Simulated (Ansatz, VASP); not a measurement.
# Ge4H: VASP beside Ansatz

File INCAR:

```
PREC     = Accurate       # precision mode
ENCUT    = 520            # plane-wave cutoff, eV
EDIFF    = 1E-7           # SCF threshold, eV
ISMEAR   = 0              # smearing method
SIGMA    = 0.1            # smearing width, eV
LREAL    = False          # projectors in reciprocal space
LASPH    = True           # aspherical terms in the spheres
NELM     = 100            # most SCF steps
ALGO     = Normal         # electronic algorithm
ISIF     = 2              # what is computed and relaxed
LWAVE    = False          # write WAVECAR
LCHARG   = False          # write CHGCAR
LDIPOL   = True         
IDIPOL   = 3            
DIPOL    = 0.5 0.5 0.328
GGA      = PE             # functional
IVDW     = 12             # dispersion correction
NBANDS   = 36             # bands
```

The input KPOINTS:

```
regular mesh
0
Gamma
  7 7 1
```

File POSCAR:

```
Ge4H
1.0
    4.0303587907      0.0000000000      0.0000000000
    0.0000000000      4.0303587907      0.0000000000
    0.0000000000      0.0000000000     21.6416627718
Ge H
4 1
Direct
    0.0000000000      0.5000000000      0.1848286817
    0.0000000000      0.0000000000      0.2506714513
    0.5000000000      0.0000000000      0.3196569899
    0.5000000000      0.5000000000      0.3854446333
    1.0000000000      0.5000000000      0.5009625594
```

Input for Ansatz:

```yaml
crystal:
  lattice:
    - [4.0303587907, 0.0, 0.0]
    - [0.0, 4.0303587907, 0.0]
    - [0.0, 0.0, 21.6416627718]
  atoms:
    - { symbol: Ge, position: [0.0, 0.5, 0.1848286817] }
    - { symbol: Ge, position: [0.0, 0.0, 0.2506714513] }
    - { symbol: Ge, position: [0.5, 0.0, 0.3196569899] }
    - { symbol: Ge, position: [0.5, 0.5, 0.3854446333] }
    - { symbol: H, position: [1.0, 0.5, 0.5009625594] }
basis:
  ecutwfc: 420
kpoints:
  mp_grid: { grid: [7, 7, 1] }
hamiltonian:
  xc: pbe
  pseudopotentials: { kind: paw, azcp: { folder: soft_1 } }
  dispersion: d3bj
scf:
  occupations: { method: gaussian, width: 0.1 }
output:
  forces: true
  eigenvalues: true
efield:
  axis: 3
  dipole_correction: true
  ramp_width: 0.04
```

Alike in both runs: task single point; functional PBE; dispersion D3(BJ); k mesh 7 × 7 × 1; occupations gaussian, width 0.1 eV; no spin polarisation.

```csv
,VASP,Ansatz
version,VASP 6.6.1,Ansatz 0.2.0
potentials or method,"VASP PAW PBE potentials, release 64 (Ge_d, H), cutoff 520 eV","scalar-relativistic, plane waves, PAW"
valence electrons in the cell,57,57
```

```csv
,VASP,Ansatz,Ansatz less VASP
gap on the k mesh at the Fermi level (eV),none,none,-
rms of the force components (eV/Å),0.395,0.394,-0.0006
```

Atom by atom the forces differ by 0.002 eV/Å (rms over components). A gap of «none» marks a metal or a gap that the smearing closes.
